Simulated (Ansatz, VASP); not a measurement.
**Two plane-wave programs on Te**

Contents of POSCAR:

```
Te
1.0
    4.6000299502      0.0000000000      0.0000000000
   -2.3000149751      3.9837427951      0.0000000000
    0.0000000000      0.0000000000      6.1200709249
Te
3
Direct
    0.2482171720      0.0000000000      0.3333333333
    0.0000000000      0.2482171720      0.6666666667
    0.7517828280      0.7517828280      0.0000000000
```

INCAR.step1

```
SYSTEM = Te
ALGO = Normal
EDIFF = 1E-4
ENCUT = 520
GGA = PE
ISMEAR = -1
LASPH = .TRUE.
LCHARG = .FALSE.
LREAL = .FALSE.
LWAVE = .TRUE.
NBANDS = 16
NELM = 80
PREC = Accurate
SIGMA = 0.02
```

Contents of INCAR.step2:

```
SYSTEM = Te
ALGO = Normal
EDIFF = 1E-7
ENCUT = 520
ISIF = 2
ISMEAR = -1
ISTART = 1
LASPH = .TRUE.
LCHARG = .FALSE.
LMIXTAU = .TRUE.
LREAL = .FALSE.
LWAVE = .FALSE.
METAGGA = R2SCAN
NBANDS = 16
NELM = 80
PREC = Accurate
SIGMA = 0.02
```

KPOINTS

```
k-points
0
G
  6 6 4
  0 0 0
```

Input for Ansatz:

```yaml
crystal:
  lattice:
    - [4.6000299502, 0.0, 0.0]
    - [-2.3000149751, 3.9837427951, 0.0]
    - [0.0, 0.0, 6.1200709249]
  atoms:
    - { symbol: Te, position: [0.248217172, 0.0, 0.3333333333] }
    - { symbol: Te, position: [0.0, 0.248217172, 0.6666666667] }
    - { symbol: Te, position: [0.751782828, 0.751782828, 0.0] }
kpoints:
  mp_grid: { grid: [6, 6, 4] }
  band_path:
    path:
      - [0.0, 0.0, 0.0]
      - [0.5, 0.0, 0.0]
      - [0.3333333333, 0.3333333333, 0.0]
      - [0.0, 0.0, 0.5]
      - [0.5, 0.0, 0.5]
      - [0.3333333333, 0.3333333333, 0.5]
      - [0.333333, 0.333333, 0.458333]
    npoints: 1
hamiltonian:
  xc: r2scan
scf:
  occupations: { method: fermi_dirac, width: 0.02 }
  n_extra_bands: 4
output:
  forces: true
  stress: true
  eigenvalues: true
```

Change from the starting cell: hydrostatic strain +2.9%.

Alike in both runs: task single point; functional r2SCAN; k mesh 6 × 6 × 4; occupations fermi-dirac, width 0.02 eV; no spin polarisation.

```csv
,VASP,Ansatz
version,VASP 6.6.1,Ansatz 0.2.0
potentials or method,"VASP PAW PBE potentials, release 64 (Te)","plane waves, PAW"
plane-wave cutoff (eV),520,500
valence electrons in the cell,18,48
```

```csv
,VASP,Ansatz,Ansatz less VASP
pressure (GPa),-1.0,-1.0,-0.03
"traceless stress, the component that is largest in VASP (GPa)",-1.06,-1.10,-0.034
rms of the force components (eV/Å),0.000,0.016,+0.0158
```

VASP's potentials were made for PBE, not for r2SCAN. Atom by atom the forces differ by 0.016 eV/Å (rms over components). VASP's potentials hold 18 valence electrons a cell and Ansatz's 48, so a difference there can come from the potentials and not from the codes.

Spin-orbit coupling is off throughout.
